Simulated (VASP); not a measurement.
A run of VASP 6.6.1 is set up as follows.

File INCAR:

```
SYSTEM = Ge
PREC     = Accurate       ! precision mode
ENCUT    = 520            ! plane-wave cutoff, eV
EDIFF    = 1E-6           ! SCF threshold, eV
ISMEAR   = 0              ! smearing method
SIGMA    = 0.15           ! smearing width, eV
LREAL    = .False.        ! projectors in reciprocal space
LASPH    = .True.         ! aspherical terms in the spheres
NELM     = 60             ! most SCF steps
ALGO     = Fast           ! electronic algorithm
ISIF     = 2              ! what is computed and relaxed
LWAVE    = .False.        ! write WAVECAR
LCHARG   = .False.        ! write CHGCAR
NBANDS   = 66             ! bands
```

Contents of KPOINTS:

```
Automatic mesh
0
Gamma
  9 9 9
  0 0 0
```

POSCAR

```
Ge
1.0
    5.1241000000      2.9584005144      1.9825333333
   -5.1241000000      2.9584005144      1.9825333333
    0.0000000000     -5.9168010287      1.9825333333
Ge
8
Direct
    0.7160372198      0.7160372198      0.7160372198
    0.2839627802      0.2839627802      0.2839627802
    0.0289443365      0.7253625346      0.5322921793
    0.5322921793      0.0289443365      0.7253625346
    0.7253625346      0.5322921793      0.0289443365
    0.9710556635      0.2746374654      0.4677078207
    0.4677078207      0.9710556635      0.2746374654
    0.2746374654      0.4677078207      0.9710556635
```

Potentials or basis: VASP PAW LDA potentials, release 64 (Ge_d).

Launch:

```console
$ cat potpaw_LDA.64/Ge_d/POTCAR > POTCAR
$ mpirun -np 1 vasp_std > vasp.out
```

(1) What does it give for the pressure?

(2) What does it give for the band gap on the k mesh?

(3) Estimate the largest force.

Results:

(1) -7.0 GPa.

(2) zero (bands 56 and 57 overlap by 0.54 eV).

(3) 0.326 eV/Å.

Caveat: the cell stands under tension; semilocal functionals underestimate gaps, and a narrow one can read as zero.
